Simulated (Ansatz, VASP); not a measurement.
## TaSi2: VASP beside Ansatz

```xyz
9
Lattice="4.7800 0.0000 0.0000 -2.3900 4.1396 0.0000 0.0000 0.0000 6.2270" Properties=species:S:1:pos:R:3 pbc="T T T"
Ta    2.3900    0.0000    0.0000
Ta    1.1950    2.0698    4.1513
Ta   -1.1950    2.0698    2.0757
Si    0.0000    1.3104    0.0000
Si    3.6452    0.6552    4.1513
Si    1.2552    3.4844    2.0757
Si    2.3900    2.8292    0.0000
Si   -1.2552    3.4844    4.1513
Si    1.1348    0.6552    2.0757
```

Change from the starting cell: strain +0.000 along x and y, -0.050 along z, atoms carried along.

Alike in both runs: task single point; functional r2SCAN; k mesh 12 × 12 × 6; occupations gaussian, width 0.15 eV; no spin polarisation.

|  | VASP | Ansatz |
| --- | --- | --- |
| version | VASP 6.6.1 | Ansatz 0.2.0 |
| potentials or method | VASP PAW PBE potentials, release 64 (Ta_pv, Si), cutoff 550 eV | scalar-relativistic, plane waves, PAW |
| valence electrons in the cell | 57 | 63 |

|  | VASP | Ansatz | Ansatz less VASP |
| --- | --- | --- | --- |
| gap on the k mesh at the Fermi level (eV) | none | none | - |
| pressure (GPa) | 14.0 | 13.6 | -0.36 |
| traceless stress, the component that is largest in VASP (GPa) | 16.45 | 16.58 | +0.130 |
| rms of the force components (eV/Å) | 0.091 | 0.085 | -0.0057 |

VASP's potentials were made for PBE, not for r2SCAN. Atom by atom the forces differ by 0.006 eV/Å (rms over components). A gap of «none» marks a metal or a gap that the smearing closes. With one functional, cell and mesh, what is left measures potentials, basis and numerics. VASP's potentials hold 57 valence electrons a cell and Ansatz's 63, so a difference there can come from the potentials and not from the codes.

Neither program's run includes spin-orbit coupling.
